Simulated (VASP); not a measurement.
# BeSe3: relaxation of cell and atoms with PBE

BeSe3:

```
Be Se
1.0
     5.25638    0.00000    0.00000
     0.00000    5.25638    0.00000
     0.00000    0.00000    7.46572
Be Se
2 6
Direct
  0.00000 0.00000 0.00000
  0.50000 0.50000 0.00000
  0.26279 0.76279 0.83283
  0.73721 0.23721 0.83283
  0.23721 0.26279 0.16717
  0.76279 0.73721 0.16717
  0.50000 0.00000 0.35109
  0.00000 0.50000 0.64891
```

```json
{
  "Program": "VASP 6.6.1",
  "Task": "relaxation of cell and atoms",
  "Functional": "PBE",
  "Potentials or basis": "VASP PAW PBE potentials, release 64 (Be, Se)",
  "Cutoff": "600 eV",
  "k mesh": "6 × 6 × 4",
  "Occupations": "gaussian, width 0.02 eV",
  "Spin": "no spin polarisation",
  "Dipole correction": "no",
  "Further INCAR settings": "ALGO = Normal; EDIFF = 1e-06; IBRION = 2; EDIFFG = -0.01; NSW = 100; ISIF = 3"
}
```

```
Relaxed volume                        : 25.89 Å³/atom
Relaxed cell                          : a = 5.222 Å, b = 5.222 Å, c = 7.596 Å, α = 90.00°, β = 90.00°, γ = 90.00°
Space group after relaxing (to 0.1 Å) : P-42_1m (No. 113)
Energy gained by relaxing             : 0.8 meV/atom
Ionic steps                           : 13
Pressure after relaxing               : 0.0 GPa
Band gap on the k mesh                : 0.68 eV
```

Step by step:
| step | energy change (eV) | largest force (eV/Å) | pressure (GPa) | volume (Å³) |
| --- | --- | --- | --- | --- |
| 1 | 0.0000 | 0.0514 | -0.01 | 206.27 |
| 2 | -0.0028 | 0.0096 | -0.04 | 206.20 |
| 3 | -0.0045 | 0.0595 | -0.08 | 206.08 |
| 4 | -0.0048 | 0.0340 | 0.09 | 205.58 |
| 5 | -0.0048 | 0.0276 | 0.06 | 205.68 |
| 6 | -0.0051 | 0.0238 | 0.04 | 205.79 |
| 7 | -0.0056 | 0.0303 | 0.00 | 206.11 |
| 8 | -0.0058 | 0.0210 | -0.01 | 206.19 |
| 9 | -0.0058 | 0.0238 | -0.01 | 206.21 |
| 10 | -0.0059 | 0.0065 | 0.07 | 206.17 |
| 11 | -0.0059 | 0.0066 | 0.07 | 206.17 |
| 12 | -0.0060 | 0.0049 | 0.06 | 206.41 |
| 13 | -0.0063 | 0.0015 | 0.02 | 207.11 |

Final structure:
```yaml
crystal:
  lattice:
    - [5.22163, 0.00000, 0.00000]
    - [0.00000, 5.22163, 0.00000]
    - [0.00000, 0.00000, 7.59615]
  atoms:
    - { symbol: Be, position: [0.00000, 0.00000, 0.00000] }
    - { symbol: Be, position: [0.50000, 0.50000, 0.00000] }
    - { symbol: Se, position: [0.26387, 0.76387, 0.83407] }
    - { symbol: Se, position: [0.73613, 0.23613, 0.83407] }
    - { symbol: Se, position: [0.23613, 0.26387, 0.16593] }
    - { symbol: Se, position: [0.76387, 0.73613, 0.16593] }
    - { symbol: Se, position: [0.50000, 0.00000, 0.34802] }
    - { symbol: Se, position: [0.00000, 0.50000, 0.65198] }
```

Levels at points of the mesh, in eV from the valence-band top:
```tsv
k point	band 18	band 19	band 20	band 21	band 22	band 23
(0.00, 0.00, 0.00)	-1.27	-0.21	-0.21	1.40	1.69	2.44
(0.50, 0.00, 0.00)	-1.62	-0.48	-0.48	2.06	2.06	3.00
(0.50, 0.50, 0.00)	-1.13	-0.01	-0.01	1.36	1.36	2.98
(0.00, 0.00, 0.50)	-0.70	0.00	0.00	0.68	1.60	2.47
(0.50, 0.00, 0.50)	-1.52	-0.44	-0.44	2.12	2.12	3.01
(0.50, 0.50, 0.50)	-0.95	-0.42	-0.42	1.86	1.86	2.91
```

It took 14 min on 1 thread of Oxide Virtual Turin-like Processor, with other jobs on the host, peak memory 0.39 GiB.

Caveat: semilocal functionals underestimate gaps, and a narrow one can read as zero. A k mesh can miss the band edges.
